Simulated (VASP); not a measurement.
Input of a VASP 6.6.1 run:

File POSCAR:

```
TiSe2
1.0
    3.6019246343      0.0000000000      0.0000000000
   -1.8009623172      3.1193582359      0.0000000000
    0.0000000000      0.0000000000      6.5370270248
Ti Se
1 2
Direct
    0.0000000000      0.0000000000      0.0000000000
    0.3333333333      0.6666666667      0.2344612910
    0.6666666667      0.3333333333      0.7655387090
```

Contents of INCAR.step1:

```
ALGO = Normal ; EDIFF = 1E-5
EDIFFG = -0.005 ; ENCUT = 550
GGA = PE ; GGA_COMPAT = F
IBRION = 2 ; ISIF = 3
ISMEAR = 0 ; LASPH = T
LCHARG = F ; LREAL = F
LWAVE = T ; NELM = 120
NELMIN = 4 ; NSW = 100
PREC = Accurate ; SIGMA = 0.1
```

File INCAR.step2:

```
ALGO = Normal ; EDIFF = 1E-7
EDIFFG = -0.01 ; ENCUT = 550
GGA_COMPAT = F ; IBRION = 2
ISIF = 4 ; ISMEAR = 0
ISTART = 1 ; LASPH = T
LCHARG = F ; LMIXTAU = T
LREAL = F ; LWAVE = F
METAGGA = R2SCAN ; NELM = 120
NELMIN = 4 ; NSW = 50
PREC = Accurate ; SIGMA = 0.1
```

KPOINTS

```
k-points
0
Gamma
  12 12 8
```

Potentials or basis: VASP PAW PBE potentials, release 64 (Ti_sv, Se).

Command:

```sh
$ cat potpaw_PBE.64/Ti_sv/POTCAR potpaw_PBE.64/Se/POTCAR > POTCAR
$ cp INCAR.step1 INCAR
$ mpirun -np 1 vasp_std > vasp.out
$ cp INCAR.step2 INCAR
$ mpirun -np 1 vasp_std > vasp.out
```

Question: What does it give for the band gap on the k mesh?

Answer: Zero (bands 12 and 13 overlap by 0.20 eV).

Forces on the atoms (eV/Å):
```
Ti   0.000  0.000  0.000
Se   0.000  0.000 -0.004
Se   0.000  0.000  0.004
```

Caveat: the PAW data sets were made with another functional, which shifts forces and pressure a little.
